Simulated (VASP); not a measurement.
# BaTiO3 (Cmmm) in VASP: single point with PBE

Aim: the single point of BaTiO3 with PBE.

All numbers are computed with VASP 6.6.1; they aren't measurements. Logs are shortened: lines on timing, memory, paths and dates and some standing lists are left out, and cuts for length are marked.

## (1) The cell of the first run

It takes space group Cmmm (No. 65, orthorhombic). Conventional cell: a = 5.631 Å, b = 5.737 Å, c = 4.019 Å, α = 90.00°, β = 90.00°, γ = 90.00°. Within 3.7 Å of Ba (site symmetry mmm) lie 12 O at 2.82 to 2.87 Å and 8 Ti at 3.46 to 3.50 Å. Ti (site symmetry mmm) has 6 O at 2.01 Å within 2.7 Å. Within 2.7 Å of O (site symmetry 2/m) lie 2 Ti at 2.01 Å. Within 2.7 Å of O (site symmetry mmm) lie 2 Ti at 2.01 Å.

## (2) Single point, PBE (strain +0.0187 x Voigt [0, 0, 0, 1, 0, 0])

File INCAR:

```
SYSTEM = BaTiO3
PREC = Accurate ; ENCUT = 520
EDIFF = 1E-6 ; ISMEAR = 0
SIGMA = 0.05 ; LREAL = .False.
LASPH = .True. ; NELM = 100
ALGO = Normal ; ISIF = 2
LWAVE = .False. ; LCHARG = .False.
GGA = PE ; NBANDS = 28
```

File KPOINTS:

```
Automatic mesh
0
Gamma
  8 8 8
  0 0 0
```

File POSCAR:

```
BaTiO3
1.0
    4.0192318613      0.0000000000      0.0000000000
    0.0000000000      4.0192318613      0.0375798179
    0.0000000000      0.0375802803      4.0192813205
Ba Ti O
1 1 3
Direct
    0.0000000000      0.0000000000      0.0000000000
    0.5000000000      0.5000000000      0.5000000000
    0.5000000000      0.5000000000      0.0000000000
    0.5000000000      0.0000000000      0.5000000000
    0.0000000000      0.5000000000      0.5000000000
```

Potentials or basis: VASP PAW PBE potentials, release 64 (Ba_sv, Ti_sv, O).

The run is started by

```sh
cat potpaw_PBE.64/Ba_sv/POTCAR potpaw_PBE.64/Ti_sv/POTCAR potpaw_PBE.64/O/POTCAR > POTCAR
mpirun -np 1 vasp_std > vasp.out
```

OUTCAR:

```text
SYSTEM = BaTiO3
   PREC = Accurate
   ENCUT = 520
   EDIFF = 1E-6
   ISMEAR = 0
   LREAL = .False.
   LASPH = .True.
   NELM = 100
   ISIF = 2
   GGA = PE

 ion  position               nearest neighbor table
   1  0.000  0.000  0.000-   5 2.82   5 2.82   3 2.84   3 2.84   3 2.84   3 2.84   4 2.84   4 2.84
                             4 2.84   4 2.84   5 2.87   5 2.87   2 3.46   2 3.46   2 3.46   2 3.46
   2  0.500  0.500  0.500-   5 2.01   5 2.01   4 2.01   4 2.01   3 2.01   3 2.01   1 3.46   1 3.46
                             1 3.46   1 3.46   1 3.50   1 3.50   1 3.50   1 3.50
   3  0.500  0.500  0.000-   2 2.01   2 2.01   1 2.84   1 2.84   1 2.84   1 2.84
   4  0.500  0.000  0.500-   2 2.01   2 2.01   1 2.84   1 2.84   1 2.84   1 2.84
   5  0.000  0.500  0.500-   2 2.01   2 2.01   1 2.82   1 2.82   1 2.87   1 2.87

  LATTYP: Found a simple monoclinic cell.
 ALAT       =     4.0194075431
 B/A-ratio  =     0.9999562916
 C/A-ratio  =     1.0000123056
 COS(beta)  =    -0.0186983653

  Lattice vectors:

 A1 = (   0.0000000000,   4.0192318613,   0.0375798179)
 A2 = (   4.0192318613,   0.0000000000,   0.0000000000)
 A3 = (   0.0000000000,  -0.0375802803,  -4.0192813205)

Analysis of symmetry for initial positions (statically):
=====================================================================
 Subroutine PRICEL returns:
 Original cell was already a primitive cell.

 Routine SETGRP: Setting up the symmetry group for a
 simple monoclinic supercell.

 Subroutine GETGRP returns: Found  4 space group operations
 (whereof  4 operations were pure point group operations)
 out of a pool of  4 trial point group operations.

The static configuration has the point symmetry C_2h.

Analysis of symmetry for dynamics (positions and initial velocities):
=====================================================================
 Subroutine PRICEL returns:
 Original cell was already a primitive cell.

 Routine SETGRP: Setting up the symmetry group for a
 simple monoclinic supercell.

 Subroutine GETGRP returns: Found  4 space group operations
 (whereof  4 operations were pure point group operations)
 out of a pool of  4 trial point group operations.

The dynamic configuration has the point symmetry C_2h.

 Subroutine INISYM returns: Found  4 space group operations
 (whereof  4 operations are pure point group operations),
 and found     1 'primitive' translations

----------------------------------------------------------------------------------------

                                     Primitive cell

  volume of cell :      64.9227

  direct lattice vectors                    reciprocal lattice vectors
     4.019231861  0.000000000  0.000000000     0.248803760  0.000000000  0.000000000
     0.000000000  4.019231861  0.037579818     0.000000000  0.248825513 -0.002326519
     0.000000000  0.037580280  4.019281321     0.000000000 -0.002326490  0.248822451

  length of vectors
     4.019231861  4.019407543  4.019457004     0.248803760  0.248836389  0.248833327

  position of ions in fractional coordinates (direct lattice)
     0.000000000  0.000000000  0.000000000
     0.500000000  0.500000000  0.500000000
     0.500000000  0.500000000  0.000000000
     0.500000000  0.000000000  0.500000000
     0.000000000  0.500000000  0.500000000

  ion indices of the primitive-cell ions
   primitive index   ion index
                 1           1
                 2           2
                 3           3
                 4           4
                 5           5

----------------------------------------------------------------------------------------

 KPOINTS: Automatic mesh

Automatic generation of k-mesh.
 Grid dimensions read from file:
 generate k-points for:    8    8    8

 Generating k-lattice:

  Cartesian coordinates                     Fractional coordinates (reciprocal lattice)
     0.031100470  0.000000000  0.000000000     0.125000000  0.000000000  0.000000000
     0.000000000  0.031103189 -0.000290815     0.000000000  0.125000000  0.000000000
     0.000000000 -0.000290811  0.031102806     0.000000000  0.000000000  0.125000000

  Length of vectors
     0.031100470  0.031104549  0.031104166

  Shift w.r.t. Gamma in fractional coordinates (k-lattice)
     0.000000000  0.000000000  0.000000000

 Subroutine IBZKPT returns following result:
 ===========================================

 Found    170 irreducible k-points:

 Following reciprocal coordinates:
            Coordinates               Weight
  0.000000  0.000000  0.000000      1.000000
  0.125000  0.000000  0.000000      2.000000
  0.250000  0.000000  0.000000      2.000000
  0.375000  0.000000  0.000000      2.000000
  0.500000  0.000000  0.000000      1.000000
  0.000000  0.125000  0.000000      2.000000
[... 16 lines left out ...]
  0.250000  0.500000  0.000000      2.000000
  0.375000  0.500000  0.000000      2.000000
 [... further k-points ...]
   k-points           NKPTS =    170   k-points in BZ     NKDIM =    170   number of bands    NBANDS=     28
   number of dos      NEDOS =    301   number of ions     NIONS =      5
   total plane-waves  NPLWV =  27000
   dimension x,y,z NGX =    30 NGY =   30 NGZ =   30
   dimension x,y,z NGXF=    60 NGYF=   60 NGZF=   60
   ions per type =               1   1   3
   NGX,Y,Z   is equivalent  to a cutoff of  12.41, 12.41, 12.41 a.u.
   NGXF,Y,Z  is equivalent  to a cutoff of  24.82, 24.82, 24.82 a.u.
 SYSTEM =  BaTiO3
   PREC   = accura    normal or accurate (medium, high low for compatibility)
   ISTART =      0    job   : 0-new  1-cont  2-samecut
   ICHARG =      2    charge: 1-file 2-atom 10-const
   ISPIN  =      1    spin polarized calculation?
   LNONCOLLINEAR =      F non collinear calculations
   LSORBIT =      F    spin-orbit coupling
   LASPH  =      T    aspherical Exc in radial PAW
   ENCUT  =  520.0 eV  38.22 Ry    6.18 a.u.   7.47  7.47  7.47*2*pi/ulx,y,z
   NELM   =    100;   NELMIN=  2; NELMDL= -5     # of ELM steps
   EDIFF  = 0.1E-05   stopping-criterion for ELM
   LREAL  =      F    real-space projection
   EDIFFG = 0.1E-04   stopping-criterion for IOM
   NSW    =      0    number of steps for IOM
   IBRION =     -1    ionic relax: 0-MD 1-quasi-New 2-CG
   NFREE  =      0    steps in history (QN), initial steepest desc. (CG)
   ISIF   =      2    stress and relaxation
   ISYM   =      2    0-nonsym 1-usesym 2-fastsym
   POTIM  = 0.5000    time-step for ionic-motion
   TEBEG  =    0.0;   TEEND  =   0.0 temperature during run
   PSTRESS=    0.0 pullay stress
   NELECT =      40.0000    total number of electrons
   NUPDOWN=      -1.0000    fix difference up-down
   EMIN   =  10.00;   EMAX   =-10.00  energy-range for DOS
   EFERMI =   0.00;   METHOD = LEGACY
   ISMEAR =     0;   SIGMA  =   0.05  broadening in eV -4-tet -1-fermi 0-gaus
   EFERMI_NEDOS =   21; number of points for ismear=-14 and -15
   IALGO  =     38    algorithm
   IMIX   =      4    mixing-type and parameters
     AMIX     =   0.40;   BMIX     =  1.00
     AMIX_MAG =   1.60;   BMIX_MAG =  1.00
  volume/ion in A,a.u.               =      12.98        87.62
  Fermi-wavevector in a.u.,A,eV,Ry     =   1.393037  2.632458 26.402813  1.940552
  Thomas-Fermi vector in A             =   2.516722
   LORBIT       =      0    0 simple, 1 ext, 2 COOP (PROOUT), +10 PAW based schemes
   GGA     = PE    functional components
   LHFCALC =     F    Hartree Fock is set to
   AEXX    =    0.0000 exact exchange contribution
   IVDW    =     0    specifies the selected vdW correction
   LEPSILON=     F    determine dielectric tensor
   LRPA    =     F    only Hartree local field effects (RPA)
 non-spin polarized calculation
 Gauss-broadening in eV      SIGMA  =   0.05
  energy-cutoff  :      520.00
  volume of cell :       64.92
 maximum number of plane-waves:      1781
 NGX is ok and might be reduce to    30
   NGX = 15   NGY = 15   NGZ = 15

 number of electron      39.9999974 magnetization

 Free energy of the ion-electron system (eV)
  ---------------------------------------------------
  ext. energy  EPLUGINS =         0.00000000
  ---------------------------------------------------
  free energy    TOTEN  =       -39.97297125 eV

  energy without entropy =      -39.97297125  energy(sigma->0) =      -39.97297125

 E-fermi :   3.9838     XC(G=0): -11.1946

 val. band max:        3.7524691585   @ k =   0.5000   0.5000   0.5000
 cond. band min:       5.4251390665   @ k =   0.0000   0.0000   0.0000
 fundamental gap:      1.6726699080
 Fermi energy:         3.9838277543

 k-point     1 :       0.0000    0.0000    0.0000
  band No.  band energies     occupation
      1     -52.9523      2.00000
      2     -29.1647      2.00000
      3     -29.1568      2.00000
      4     -29.1483      2.00000
      5     -21.1047      2.00000
      6     -13.1262      2.00000
[... 20 lines left out ...]
     27       8.7770      0.00000
     28      10.9793      0.00000

 k-point     2 :       0.1250    0.0000    0.0000
  band No.  band energies     occupation
      1     -52.9521      2.00000
      2     -29.1645      2.00000
      3     -29.1640      2.00000
      4     -29.1480      2.00000
      5     -21.0887      2.00000
      6     -13.1317      2.00000
[... 20 lines left out ...]
     27       9.0796      0.00000
     28      11.3505      0.00000

 k-point     3 :       0.2500    0.0000    0.0000
  band No.  band energies     occupation
      1     -52.9518      2.00000
      2     -29.1814      2.00000
      3     -29.1638      2.00000
      4     -29.1473      2.00000
      5     -21.0496      2.00000
      6     -13.1885      2.00000
[... 20 lines left out ...]
     27       9.8753      0.00000
     28      12.0444      0.00000

 k-point     4 :       0.3750    0.0000    0.0000
  band No.  band energies     occupation
      1     -52.9515      2.00000
      2     -29.1986      2.00000
      3     -29.1631      2.00000
      4     -29.1467      2.00000
      5     -21.0097      2.00000
      6     -13.2851      2.00000
[... 20 lines left out ...]
     27      10.8104      0.00000
     28      11.9427      0.00000

 k-point     5 :       0.5000    0.0000    0.0000
  band No.  band energies     occupation
      1     -52.9513      2.00000
      2     -29.2058      2.00000
      3     -29.1628      2.00000
      4     -29.1464      2.00000
      5     -20.9930      2.00000
      6     -13.3314      2.00000
[... 20 lines left out ...]
     27      11.2562      0.00000
     28      11.9013      0.00000

 k-point     6 :       0.0000    0.1250    0.0000
  band No.  band energies     occupation
      1     -52.9521      2.00000
      2     -29.1690      2.00000
      3     -29.1565      2.00000
      4     -29.1510      2.00000
      5     -21.0887      2.00000
      6     -13.1318      2.00000
[... 463 lines left out ...]
      5     -20.9929      2.00000
      6     -13.3325      2.00000
[... 20 lines left out ...]
     27      11.2670      0.00000
     28      11.8840      0.00000

 k-point    22 :       0.1250    0.5000    0.0000
  band No.  band energies     occupation
      1     -52.9512      2.00000
      2     -29.2061      2.00000
      3     -29.1620      2.00000
      4     -29.1532      2.00000
      5     -20.9825      2.00000
      6     -13.2616      2.00000
[... 20 lines left out ...]
     27      11.5531      0.00000
     28      12.1206      0.00000

 k-point    23 :       0.2500    0.5000    0.0000
  band No.  band energies     occupation
      1     -52.9509      2.00000
      2     -29.2051      2.00000
      3     -29.1789      2.00000
      4     -29.1526      2.00000
      5     -20.9570      2.00000
      6     -13.0787      2.00000
[... 20 lines left out ...]
     27      12.2449      0.00000
     28      12.3926      0.00000

 k-point    24 :       0.3750    0.5000    0.0000
  band No.  band energies     occupation
      1     -52.9505      2.00000
      2     -29.2040      2.00000
      3     -29.1957      2.00000
      4     -29.1519      2.00000
      5     -20.9312      2.00000
      6     -12.8671      2.00000
[... 20 lines left out ...]
     27      11.7055      0.00000
     28      13.2739      0.00000

 [... further k-points ...]
[... 5 lines left out ...]
  --------------------------------------------------------------------------------------
  -------------------------------------------------------------------------------------
  Total        0.7082829      0.7183579      0.7170536      0.0000000     -0.9308497      0.0000000
  in kB       17.4791685     17.7278031     17.6956143      0.0000000    -22.9717233      0.0000000
  external PRESSURE =      17.6341953 kB  Pullay stress =       0.0000000 kB

 VOLUME and BASIS-vectors are now :
 -----------------------------------------------------------------------------
  energy-cutoff  :      520.00
  volume of cell :       64.92
      direct lattice vectors                 reciprocal lattice vectors
     4.019231861  0.000000000  0.000000000     0.248803760  0.000000000  0.000000000
     0.000000000  4.019231861  0.037579818     0.000000000  0.248825513 -0.002326519
     0.000000000  0.037580280  4.019281321     0.000000000 -0.002326490  0.248822451

 POSITION                                       TOTAL-FORCE (eV/Angst)
 -----------------------------------------------------------------------------------
      0.00000      0.00000      0.00000         0.000000      0.000000      0.000000
      2.00962      2.02841      2.02843         0.000000     -0.000000      0.000000
      2.00962      2.00962      0.01879         0.000000      0.000000      0.000000
      2.00962      0.01879      2.00964         0.000000      0.000000      0.000000
      0.00000      2.02841      2.02843         0.000000      0.000000      0.000000
 -----------------------------------------------------------------------------------
    total drift:                                0.000000      0.000000     -0.000000

  FREE ENERGIE OF THE ION-ELECTRON SYSTEM (eV)
  ---------------------------------------------------
  free  energy   TOTEN  =       -39.9729712498 eV

  energy  without entropy=      -39.9729712498  energy(sigma->0) =      -39.97297125
```

It took 6.5 min on 1 thread of Intel Xeon 8259CL, shared host; peak memory 0.4 GiB.

Results:

```
Free energy            : -39.9730 eV
Pressure               : 1.8 GPa
Band gap on the k mesh : 1.67 eV (least direct gap 1.79 eV)
```

Caveat: the cell differs from its parent crystal (strain +0.0187 x Voigt [0, 0, 0, 1, 0, 0]); spin-orbit coupling is left out, which moves the levels of the heavy elements. A k mesh can miss the band edges.
